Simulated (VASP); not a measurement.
KSnO3:

```
K Sn O
1.0
     4.32000    0.00000    0.00000
     0.00000    4.32000    0.00000
     0.00000    0.00000    4.32000
K Sn O
1 1 3
Direct
  0.00000 0.00000 0.00000
  0.50000 0.50000 0.50000
  0.50000 0.50000 0.00000
  0.00000 0.50000 0.50000
  0.50000 0.00000 0.50000
```

* Program: VASP 6.6.1
* Task: relaxation of cell and atoms
* Functional: LDA
* Potentials or basis: VASP PAW LDA potentials, release 64 (K_sv, Sn_d, O)
* Cutoff: 600 eV
* k mesh: 4 × 4 × 4
* Occupations: gaussian, width 0.05 eV
* Spin: no spin polarisation

At the start: pressure -16.4 GPa; volume 16.12 Å³/atom.

Problem. Where does the relaxation end?

Solution. Over 3 steps the energy falls by 177.2 meV/atom and the volume is 13.34 Å³/atom (-17.3 %); space group Pm-3m (No. 221, to 0.05 Å).

Step by step:
```
step  energy change (eV)  largest force (eV/Å)  pressure (GPa)  volume (Å³)
   1              0.0000                0.0000          -16.43        80.62
   2             -0.7691                0.0000           10.17        62.83
   3             -0.8862                0.0000            0.12        66.69
```

Final structure:
```
K Sn O
1.0
     4.05526    0.00000    0.00000
     0.00000    4.05526    0.00000
     0.00000    0.00000    4.05526
K Sn O
1 1 3
Direct
  0.00000 0.00000 0.00000
  0.50000 0.50000 0.50000
  0.50000 0.50000 0.00000
  0.00000 0.50000 0.50000
  0.50000 0.00000 0.50000
```

Caveat: the k points lie up to 0.39 Å⁻¹ apart in the final cell; the volume moved by over 15 % at a fixed basis, so the end points are rough; an odd number of electrons without spin polarisation forces a metal; a magnetic or distorted state may lie lower.
